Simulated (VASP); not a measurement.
Wanted: the native input for a VASP 6.6.1 run.

```
Task                   : single point
Functional             : PBE
Dispersion             : D3(BJ)
Potentials or basis    : VASP PAW PBE potentials, release 64 (Fe, S)
Cutoff                 : 600 eV
k mesh                 : 4 × 4 × 6
Occupations            : gaussian, width 0.01 eV
Spin                   : no spin polarisation
Dipole correction      : no
Further INCAR settings : ALGO = Normal; EDIFF = 1e-06; NBANDS = 29
```

The structure of FeS2 lies in POSCAR:

```
FeS2
1.0
    4.4308093927      0.0000000000      0.0000000000
    0.0000000000      5.4005595620      0.0000000000
    0.0000000000      0.0000000000      3.3792367813
Fe S
2 4
Direct
    0.5000000000      0.5000000000      0.5000000000
    0.0000000000      0.0000000000      0.0000000000
    0.2990463069      0.8778422770      0.5000000000
    0.7009536931      0.1221577230      0.5000000000
    0.2009536931      0.3778422770      0.0000000000
    0.7990463069      0.6221577230      0.0000000000
```

The input as run:

INCAR

```
SYSTEM = FeS2
PREC = Accurate ; ENCUT = 600
EDIFF = 1E-6 ; ISMEAR = 0
SIGMA = 0.01 ; LREAL = .False.
LASPH = .True. ; NELM = 120
ALGO = Normal ; ISIF = 2
LWAVE = .False. ; LCHARG = .False.
GGA = PE ; IVDW = 12
NBANDS = 29 ; GGA_COMPAT = .False.
```

KPOINTS

```
regular mesh
0
Gamma
  4 4 6
  0 0 0
```

Potentials or basis: VASP PAW PBE potentials, release 64 (Fe, S).

Run with:

```bash
$ cat potpaw_PBE.64/Fe/POTCAR potpaw_PBE.64/S/POTCAR > POTCAR
$ mpirun -np 1 vasp_std > vasp.out
```

Results of the run:

```yaml
Pressure: -3.9 GPa
Largest_force: 0.248 eV/Å
Band_gap_on_the_k_mesh: 0.92 eV (least direct gap 1.19 eV)
Dispersion_energy_per_atom: -0.403 eV
```

Caveat: the cell stands under tension.

Run time: 2.3 min on 1 thread of Intel Xeon 8259CL, with other jobs on the host, peak memory 0.27 GiB.
